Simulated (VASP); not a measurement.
# CuSi (P4/mmm) in VASP: a series of runs

The runs below take CuSi through single point, relaxation of cell and atoms, with PBE.

All numbers are computed with VASP 6.6.1; they aren't measurements. Logs are shortened: lines on timing, memory, paths and dates and some standing lists are left out, and cuts for length are marked.

### 1 The cell of the first run

Symmetry: P4/mmm, No. 123, tetragonal system. The conventional cell has a = 3.430 Å, b = 3.430 Å, c = 2.555 Å, α = 90.00°, β = 90.00°, γ = 90.00°. Si (site symmetry 4/mmm) has 4 Cu at 2.43 Å and 2 Si at 2.55 Å within 3.2 Å. Within 3.2 Å of Cu (site symmetry 4/mmm) lie 4 Si at 2.43 Å and 2 Cu at 2.55 Å.

### 2 Single point, PBE

Contents of INCAR:

```
SYSTEM = CuSi
PREC     = Accurate       ! precision mode
ENCUT    = 520            ! plane-wave cutoff, eV
EDIFF    = 1E-6           ! SCF threshold, eV
ISMEAR   = 0              ! smearing method
SIGMA    = 0.1            ! smearing width, eV
LREAL    = .False.        ! projectors in reciprocal space
LASPH    = .True.         ! aspherical terms in the spheres
NELM     = 80             ! most SCF steps
ALGO     = Normal         ! electronic algorithm
ISIF     = 2              ! what is computed and relaxed
LWAVE    = .False.        ! write WAVECAR
LCHARG   = .False.        ! write CHGCAR
GGA      = PE             ! functional
NBANDS   = 14             ! bands
```

Contents of KPOINTS:

```
regular mesh
0
Gamma
  4 4 8
  0 0 0
```

Contents of POSCAR:

```
CuSi
1.0
    3.4300819142      0.0000000000      0.0000000000
    0.0000000000      3.4300819142      0.0000000000
    0.0000000000      0.0000000000      2.5545448853
Si Cu
1 1
Direct
    0.0000000000      0.0000000000      0.5000000000
    0.5000000000      0.5000000000      0.5000000000
```

Potentials or basis: VASP PAW PBE potentials, release 64 (Si, Cu).

Launch:

```console
$ cat potpaw_PBE.64/Si/POTCAR potpaw_PBE.64/Cu/POTCAR > POTCAR
$ mpirun -np 1 vasp_std > vasp.out
```

OUTCAR:

```text
SYSTEM = CuSi
   PREC = Accurate
   ENCUT = 520
   EDIFF = 1E-6
   ISMEAR = 0
   LREAL = .False.
   LASPH = .True.
   NELM = 80
   ISIF = 2
   GGA = PE

 ion  position               nearest neighbor table
   1  0.000  0.000  0.500-   2 2.43   2 2.43   2 2.43   2 2.43
   2  0.500  0.500  0.500-   1 2.43   1 2.43   1 2.43   1 2.43

  LATTYP: Found a simple tetragonal cell.
 ALAT       =     3.4300819142
 C/A-ratio  =     0.7447474869

  Lattice vectors:

 A1 = (   3.4300819142,   0.0000000000,   0.0000000000)
 A2 = (   0.0000000000,   3.4300819142,   0.0000000000)
 A3 = (   0.0000000000,   0.0000000000,   2.5545448853)

Analysis of symmetry for initial positions (statically):
=====================================================================
 Subroutine PRICEL returns:
 Original cell was already a primitive cell.

 Routine SETGRP: Setting up the symmetry group for a
 simple tetragonal supercell.

 Subroutine GETGRP returns: Found 16 space group operations
 (whereof 16 operations were pure point group operations)
 out of a pool of 16 trial point group operations.

The static configuration has the point symmetry D_4h.

Analysis of symmetry for dynamics (positions and initial velocities):
=====================================================================
 Subroutine PRICEL returns:
 Original cell was already a primitive cell.

 Routine SETGRP: Setting up the symmetry group for a
 simple tetragonal supercell.

 Subroutine GETGRP returns: Found 16 space group operations
 (whereof 16 operations were pure point group operations)
 out of a pool of 16 trial point group operations.

The dynamic configuration has the point symmetry D_4h.

 Subroutine INISYM returns: Found 16 space group operations
 (whereof 16 operations are pure point group operations),
 and found     1 'primitive' translations

----------------------------------------------------------------------------------------

                                     Primitive cell

  volume of cell :      30.0554

  direct lattice vectors                    reciprocal lattice vectors
     3.430081914  0.000000000  0.000000000     0.291538227  0.000000000  0.000000000
     0.000000000  3.430081914  0.000000000     0.000000000  0.291538227  0.000000000
     0.000000000  0.000000000  2.554544885     0.000000000  0.000000000  0.391459162

  length of vectors
     3.430081914  3.430081914  2.554544885     0.291538227  0.291538227  0.391459162

  position of ions in fractional coordinates (direct lattice)
     0.000000000  0.000000000  0.500000000
     0.500000000  0.500000000  0.500000000

  ion indices of the primitive-cell ions
   primitive index   ion index
                 1           1
                 2           2

----------------------------------------------------------------------------------------

 KPOINTS: regular mesh

Automatic generation of k-mesh.
 Grid dimensions read from file:
 generate k-points for:    4    4    8

 Generating k-lattice:

  Cartesian coordinates                     Fractional coordinates (reciprocal lattice)
     0.072884557  0.000000000  0.000000000     0.250000000  0.000000000  0.000000000
     0.000000000  0.072884557  0.000000000     0.000000000  0.250000000  0.000000000
     0.000000000  0.000000000  0.048932395     0.000000000  0.000000000  0.125000000

  Length of vectors
     0.072884557  0.072884557  0.048932395

  Shift w.r.t. Gamma in fractional coordinates (k-lattice)
     0.000000000  0.000000000  0.000000000

 Subroutine IBZKPT returns following result:
 ===========================================

 Found     30 irreducible k-points:

 Following reciprocal coordinates:
            Coordinates               Weight
  0.000000  0.000000  0.000000      1.000000
  0.250000  0.000000  0.000000      4.000000
  0.500000  0.000000  0.000000      2.000000
  0.250000  0.250000  0.000000      4.000000
  0.500000  0.250000  0.000000      4.000000
  0.500000  0.500000  0.000000      1.000000
[... 16 lines left out ...]
  0.500000  0.250000  0.375000      8.000000
  0.500000  0.500000  0.375000      2.000000
 [... further k-points ...]
   k-points           NKPTS =     30   k-points in BZ     NKDIM =     30   number of bands    NBANDS=     14
   number of dos      NEDOS =    301   number of ions     NIONS =      2
   total plane-waves  NPLWV =  15680
   dimension x,y,z NGX =    28 NGY =   28 NGZ =   20
   dimension x,y,z NGXF=    56 NGYF=   56 NGZF=   40
   ions per type =               1   1
   NGX,Y,Z   is equivalent  to a cutoff of  13.57, 13.57, 13.02 a.u.
   NGXF,Y,Z  is equivalent  to a cutoff of  27.14, 27.14, 26.03 a.u.
 SYSTEM =  CuSi
   PREC   = accura    normal or accurate (medium, high low for compatibility)
   ISTART =      0    job   : 0-new  1-cont  2-samecut
   ICHARG =      2    charge: 1-file 2-atom 10-const
   ISPIN  =      1    spin polarized calculation?
   LNONCOLLINEAR =      F non collinear calculations
   LSORBIT =      F    spin-orbit coupling
   LASPH  =      T    aspherical Exc in radial PAW
   ENCUT  =  520.0 eV  38.22 Ry    6.18 a.u.   6.38  6.38  4.75*2*pi/ulx,y,z
   NELM   =     80;   NELMIN=  2; NELMDL= -5     # of ELM steps
   EDIFF  = 0.1E-05   stopping-criterion for ELM
   LREAL  =      F    real-space projection
   EDIFFG = 0.1E-04   stopping-criterion for IOM
   NSW    =      0    number of steps for IOM
   IBRION =     -1    ionic relax: 0-MD 1-quasi-New 2-CG
   NFREE  =      0    steps in history (QN), initial steepest desc. (CG)
   ISIF   =      2    stress and relaxation
   ISYM   =      2    0-nonsym 1-usesym 2-fastsym
   POTIM  = 0.5000    time-step for ionic-motion
   TEBEG  =    0.0;   TEEND  =   0.0 temperature during run
   PSTRESS=    0.0 pullay stress
   NELECT =      15.0000    total number of electrons
   NUPDOWN=      -1.0000    fix difference up-down
   EMIN   =  10.00;   EMAX   =-10.00  energy-range for DOS
   EFERMI =   0.00;   METHOD = LEGACY
   ISMEAR =     0;   SIGMA  =   0.10  broadening in eV -4-tet -1-fermi 0-gaus
   EFERMI_NEDOS =   21; number of points for ismear=-14 and -15
   IALGO  =     38    algorithm
   IMIX   =      4    mixing-type and parameters
     AMIX     =   0.40;   BMIX     =  1.00
     AMIX_MAG =   1.60;   BMIX_MAG =  1.00
  volume/ion in A,a.u.               =      15.03       101.41
  Fermi-wavevector in a.u.,A,eV,Ry     =   1.298567  2.453936 22.943186  1.686277
  Thomas-Fermi vector in A             =   2.429887
   LORBIT       =      0    0 simple, 1 ext, 2 COOP (PROOUT), +10 PAW based schemes
   GGA     = PE    functional components
   LHFCALC =     F    Hartree Fock is set to
   AEXX    =    0.0000 exact exchange contribution
   IVDW    =     0    specifies the selected vdW correction
   LEPSILON=     F    determine dielectric tensor
   LRPA    =     F    only Hartree local field effects (RPA)
 non-spin polarized calculation
 Gauss-broadening in eV      SIGMA  =   0.10
  energy-cutoff  :      520.00
  volume of cell :       30.06
 maximum number of plane-waves:       826
 NGX is ok and might be reduce to    28
   NGX = 13   NGY = 13   NGZ =  9

 number of electron      15.0000005 magnetization

 Free energy of the ion-electron system (eV)
  ---------------------------------------------------
  ext. energy  EPLUGINS =         0.00000000
  ---------------------------------------------------
  free energy    TOTEN  =        -8.42243204 eV

  energy without entropy =       -8.41927411  energy(sigma->0) =       -8.42085308

 E-fermi :   7.1114     XC(G=0): -11.1438

 val. band max:        7.1087974871   @ k =   0.0000   0.0000   0.0000
 cond. band min:       7.2495476607   @ k =   0.5000   0.0000   0.5000
 fundamental gap:      0.1407501736
 Fermi energy:         7.1114392392

 k-point     1 :       0.0000    0.0000    0.0000
  band No.  band energies     occupation
      1      -4.3009      2.00000
      2       3.2130      2.00000
      3       3.2648      2.00000
      4       3.7408      2.00000
      5       4.6971      2.00000
      6       4.6971      2.00000
      7       7.1088      1.02980
      8       7.1088      1.02980
      9       9.5299      0.00000
     10      12.7326      0.00000
     11      16.2850      0.00000
     12      18.9883      0.00000
     13      20.7149      0.00000
     14      20.8001      0.00000

 k-point     2 :       0.2500    0.0000    0.0000
  band No.  band energies     occupation
      1      -3.5927      2.00000
      2       2.4551      2.00000
      3       3.2555      2.00000
      4       3.3458      2.00000
      5       4.5581      2.00000
      6       4.6512      2.00000
      7       4.7036      2.00000
      8       8.3530      0.00000
      9      11.2480      0.00000
     10      15.6355      0.00000
     11      15.6990      0.00000
     12      16.8960      0.00000
     13      17.4579      0.00000
     14      20.7305      0.00000

 k-point     3 :       0.5000    0.0000    0.0000
  band No.  band energies     occupation
      1      -2.2807      2.00000
      2       0.2208      2.00000
      3       3.0556      2.00000
      4       3.2842      2.00000
      5       4.3406      2.00000
      6       4.6062      2.00000
      7       4.7101      2.00000
      8      10.5410      0.00000
      9      11.7915      0.00000
     10      12.3035      0.00000
     11      15.4569      0.00000
     12      17.8048      0.00000
     13      19.3851      0.00000
     14      21.9320      0.00000
[... 324 lines left out ...]
 k-point    23 :       0.5000    0.2500    0.3750
  band No.  band energies     occupation
      1       0.8271      2.00000
      2       3.0404      2.00000
      3       3.1778      2.00000
      4       3.8505      2.00000
      5       4.3831      2.00000
      6       4.4388      2.00000
      7       5.5090      2.00000
      8       6.7016      2.00000
      9       9.7922      0.00000
     10      10.0798      0.00000
     11      12.3667      0.00000
     12      15.0970      0.00000
     13      17.4583      0.00000
     14      20.2283      0.00000

 k-point    24 :       0.5000    0.5000    0.3750
  band No.  band energies     occupation
      1       1.1647      2.00000
      2       3.3184      2.00000
      3       3.3184      2.00000
      4       4.3773      2.00000
      5       4.5577      2.00000
      6       5.0266      2.00000
      7       5.8763      2.00000
      8       5.8763      2.00000
      9       8.0658      0.00000
     10       8.6152      0.00000
     11      13.4557      0.00000
     12      13.4557      0.00000
     13      14.4060      0.00000
     14      25.3330      0.00000

 [... further k-points ...]

------------------------ aborting loop because EDIFF is reached ----------------------------------------

  FORCE on cell =-STRESS in cart. coord.  units (eV):
  Direction    XX          YY          ZZ          XY          YZ          ZX
  --------------------------------------------------------------------------------------
  -------------------------------------------------------------------------------------
  Total        0.0030217      0.0030217      0.0820182      0.0000000      0.0000000     -0.0000000
  in kB        0.1610799      0.1610799      4.3721820      0.0000000      0.0000000     -0.0000000
  external PRESSURE =       1.5647806 kB  Pullay stress =       0.0000000 kB

 VOLUME and BASIS-vectors are now :
 -----------------------------------------------------------------------------
  energy-cutoff  :      520.00
  volume of cell :       30.06
      direct lattice vectors                 reciprocal lattice vectors
     3.430081914  0.000000000  0.000000000     0.291538227  0.000000000  0.000000000
     0.000000000  3.430081914  0.000000000     0.000000000  0.291538227  0.000000000
     0.000000000  0.000000000  2.554544885     0.000000000  0.000000000  0.391459162

 POSITION                                       TOTAL-FORCE (eV/Angst)
 -----------------------------------------------------------------------------------
      0.00000      0.00000      1.27727         0.000000      0.000000      0.000000
      1.71504      1.71504      1.27727         0.000000      0.000000      0.000000
 -----------------------------------------------------------------------------------
    total drift:                                0.000000      0.000000      0.000000

  FREE ENERGIE OF THE ION-ELECTRON SYSTEM (eV)
  ---------------------------------------------------
  free  energy   TOTEN  =        -8.4224320446 eV

  energy  without entropy=       -8.4192741125  energy(sigma->0) =       -8.42085308
```

Run time: 9 s. Hardware: 1 thread of Intel Xeon 6975P-C, shared host; peak memory 0.14 GiB.

Results:

```
Free energy : -8.4224 eV
Pressure    : 0.2 GPa
```

Caveat: the k points lie up to 0.46 Å⁻¹ apart.

### 3 Relaxation of cell and atoms, PBE

This run uses another cell than the first one, of 16.94 Å³/atom, 1.127 times its volume.

Contents of INCAR:

```
PREC = Accurate ; ENCUT = 600
EDIFF = 1E-6 ; ISMEAR = 0
SIGMA = 0.1 ; LREAL = F
LASPH = T ; NELM = 60
ALGO = Normal ; ISIF = 3
LWAVE = F ; LCHARG = F
GGA = PE ; IBRION = 2
NSW = 90 ; EDIFFG = -0.04
```

Contents of KPOINTS:

```
Automatic mesh
0
Gamma
  4 4 8
```

Contents of POSCAR:

```
CuSi
1.0
    3.8209654300      0.0000000000      0.0000000000
    0.0000000000      3.8209654300      0.0000000000
    0.0000000000      0.0000000000      2.3203677700
Si Cu
1 1
Direct
    0.0000000000      0.0000000000      0.5000000000
    0.5000000000      0.5000000000      0.5000000000
```

Potentials or basis: VASP PAW PBE potentials, release 64 (Si, Cu).

Launch:

```console
$ cat potpaw_PBE.64/Si/POTCAR potpaw_PBE.64/Cu/POTCAR > POTCAR
$ mpirun -np 1 vasp_std > vasp.out
```

Run time: 43 s. Hardware: 1 thread of Intel Xeon 6975P-C, shared host; peak memory 0.17 GiB.

The run converged. Its results:

```yaml
Free_energy: -8.4233 eV
Relaxed_volume: 15.05 Å³/atom
Relaxed_cell: a = 3.432 Å, b = 3.432 Å, c = 2.555 Å, α = 90.00°, β = 90.00°, γ = 90.00°
Space_group_after_relaxing_to_0.05_Å: P4/mmm (No. 123)
Energy_gained_by_relaxing: 270.9 meV/atom
Ionic_steps: 8
Pressure_after_relaxing: -0.1 GPa
```

Stress tensor (GPa, compression positive):
```
-0.26  0.00  0.00
 0.00 -0.26  0.00
 0.00  0.00  0.23
```

Step by step:
```tsv
step	energy change (eV)	largest force (eV/Å)	pressure (GPa)	volume (Å³)
1	0.0000	0.0000	-4.82	33.88
2	-0.4608	0.0000	-5.60	31.27
3	-0.5358	0.0000	-0.37	30.13
4	-0.5401	0.0000	1.14	29.74
5	-0.5402	0.0000	0.80	29.83
6	-0.5411	0.0000	-0.49	30.21
7	-0.5412	0.0000	-0.22	30.13
8	-0.5417	0.0000	-0.10	30.10
```

Final structure:
```
Si Cu
1.0
     3.43242    0.00000    0.00000
     0.00000    3.43242    0.00000
     0.00000    0.00000    2.55528
Si Cu
1 1
Direct
  0.00000 0.00000 0.50000
  0.50000 0.50000 0.50000
```

Levels at points of the mesh, in eV from the Fermi level:
```csv
k point,band 5,band 6,band 7,band 8,band 9,band 10
"(0.00, 0.00, 0.00)",-2.41,-2.41,0.00,0.00,2.41,5.62
"(0.50, 0.00, 0.00)",-2.77,-2.50,-2.40,3.42,4.68,5.19
"(0.50, 0.50, 0.00)",-2.81,-2.48,-2.48,-2.02,-1.83,11.19
"(0.00, 0.00, 0.50)",-3.32,-3.19,-1.27,3.52,3.52,5.76
"(0.50, 0.00, 0.50)",-3.23,-2.64,-1.33,0.14,0.16,6.38
"(0.50, 0.50, 0.50)",-2.41,-2.25,-0.61,-0.61,0.25,3.36
```

Caveat: the k points lie up to 0.46 Å⁻¹ apart in the final cell.
